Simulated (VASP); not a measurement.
The system is Cd2As.

```
Cd As
1.0
     4.87157    0.00000    0.00000
    -2.43579    4.21890    0.00000
     0.00000    0.00000    3.27591
Cd As
2 1
Direct
  0.33333 0.66667 0.50000
  0.66667 0.33333 0.50000
  0.00000 0.00000 0.00000
```

| Quantity | Value |
| --- | --- |
| Program | VASP 6.6.1 |
| Task | relaxation of cell and atoms |
| Functional | PBE |
| Potentials or basis | VASP PAW PBE potentials, release 64 (Cd, As) |
| Cutoff | 600 eV |
| k mesh | 6 × 6 × 6 |
| Occupations | gaussian, width 0.1 eV |
| Spin | no spin polarisation |

At the start: pressure 1.2 GPa; volume 22.44 Å³/atom.

**Question.** Where does the relaxation end?

**Answer.** Over 15 steps the energy falls by 62.8 meV/atom and the volume is 22.65 Å³/atom (+0.9 %); space group P6/mmm (No. 191, to 0.1 Å) before and after.

Step by step:
| step | energy change (eV) | largest force (eV/Å) | pressure (GPa) | volume (Å³) |
| --- | --- | --- | --- | --- |
| 1 | 0.0000 | 0.0000 | 1.17 | 67.33 |
| 2 | -0.0188 | 0.0000 | -0.27 | 68.93 |
| 3 | -0.0316 | 0.0000 | -2.11 | 71.41 |
| 4 | -0.0391 | 0.0000 | -2.21 | 71.62 |
| 5 | -0.0616 | 0.0000 | -2.71 | 72.25 |
| 6 | -0.0995 | 0.0000 | -3.52 | 73.43 |
| 7 | -0.0555 | 0.0000 | -3.76 | 75.47 |
| 8 | -0.1050 | 0.0000 | -3.71 | 73.89 |
| 9 | -0.1415 | 0.0000 | -3.00 | 72.55 |
| 10 | -0.1630 | 0.0000 | -1.81 | 70.81 |
| 11 | -0.1765 | 0.0000 | -1.39 | 69.95 |
| 12 | -0.1877 | 0.0000 | -0.45 | 68.48 |
| 13 | -0.1883 | 0.0000 | -0.19 | 68.10 |
| 14 | -0.1883 | 0.0000 | -0.10 | 68.03 |
| 15 | -0.1884 | 0.0000 | -0.03 | 67.96 |

Final structure:
```cif
data_structure
_symmetry_space_group_name_H-M 'P 1'
_symmetry_Int_Tables_number 1
_cell_length_a 5.1695
_cell_length_b 5.1695
_cell_length_c 2.9365
_cell_angle_alpha 90.000
_cell_angle_beta 90.000
_cell_angle_gamma 120.000
_cell_volume 67.96
loop_
_atom_site_label
_atom_site_type_symbol
_atom_site_fract_x
_atom_site_fract_y
_atom_site_fract_z
_atom_site_occupancy
Cd1 Cd 0.33333 0.66667 0.50000 1
Cd2 Cd 0.66667 0.33333 0.50000 1
As1 As 0.00000 0.00000 0.00000 1
```
